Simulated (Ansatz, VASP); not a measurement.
# One calculation of MgS, two programs

```
Mg S
1.0
     4.06852    0.00000    0.00000
    -2.03426    3.52344    0.00000
     0.00000    0.00000    6.51830
Mg S
2 2
Direct
  0.33333 0.66667 0.99713
  0.66667 0.33333 0.49713
  0.33333 0.66667 0.37787
  0.66667 0.33333 0.87787
```

Alike in both runs: task single point; functional r2SCAN; k mesh 6 × 6 × 4; no spin polarisation.

|  | VASP | Ansatz |
| --- | --- | --- |
| version | VASP 6.6.1 | Ansatz 0.2.0 |
| potentials or method | VASP PAW PBE potentials, release 64 (Mg, S) | plane waves, PAW |
| plane-wave cutoff (eV) | 520 | 500 |
| occupations | gaussian, width 0.01 eV | fixed |
| valence electrons in the cell | 16 | 32 |

|  | VASP | Ansatz | Ansatz less VASP |
| --- | --- | --- | --- |
| gap on the k mesh at the Fermi level (eV) | 3.98 | 3.99 | +0.013 |
| pressure (GPa) | -1.9 | -1.7 | +0.28 |
| traceless stress, the component that is largest in VASP (GPa) | 0.05 | 0.04 | -0.014 |
| rms of the force components (eV/Å) | 0.004 | 0.003 | -0.0010 |

VASP's potentials were made for PBE, not for r2SCAN. Atom by atom the forces differ by 0.001 eV/Å (rms over components). VASP's potentials hold 16 valence electrons a cell and Ansatz's 32, so a difference there can come from the potentials and not from the codes.
